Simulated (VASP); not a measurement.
Here is a VASP 6.6.1 calculation.

File INCAR:

```
PREC = Accurate ; ENCUT = 520
EDIFF = 1E-6 ; ISMEAR = 0
SIGMA = 0.1 ; LREAL = F
LASPH = T ; NELM = 80
ALGO = Normal ; ISIF = 2
LWAVE = F ; LCHARG = F
GGA = PE ; NBANDS = 16
```

KPOINTS

```
regular mesh
0
Gamma
  6 6 4
```

Contents of POSCAR:

```
MgO
1.0
    3.5298795000      0.0000000000      0.0000000000
   -1.7649397500      3.0569653200      0.0000000000
    0.0000000000      0.0000000000      4.0737778000
Mg O
2 2
Direct
    0.6666666700      0.3333333300      0.8289843800
    0.3333333300      0.6666666700      0.3289843800
    0.6666666700      0.3333333300      0.1710156200
    0.3333333300      0.6666666700      0.6710156200
```

Potentials or basis: VASP PAW PBE potentials, release 64 (Mg, O).

Run with:

```bash
$ cat potpaw_PBE.64/Mg/POTCAR potpaw_PBE.64/O/POTCAR > POTCAR
$ mpirun -np 1 vasp_std > vasp.out
```

What does it give for the pressure?

86.2 GPa.

Predict the band gap on the k mesh.

3.33 eV (least direct gap 3.38 eV).

Predict the largest force.

26.879 eV/Å.

Forces on the atoms (eV/Å):
```
Mg    0.000   0.000 -26.879
Mg    0.000   0.000 -26.879
O     0.000   0.000  26.879
O     0.000   0.000  26.879
```

Caveat: atoms lie so close that the PAW spheres overlap strongly, which falsifies energies and pressures; the cell stands under pressure; forces of over 1 eV/Å act on the atoms, so gaps and moduli don't describe the material at rest. A k mesh can miss the band edges.
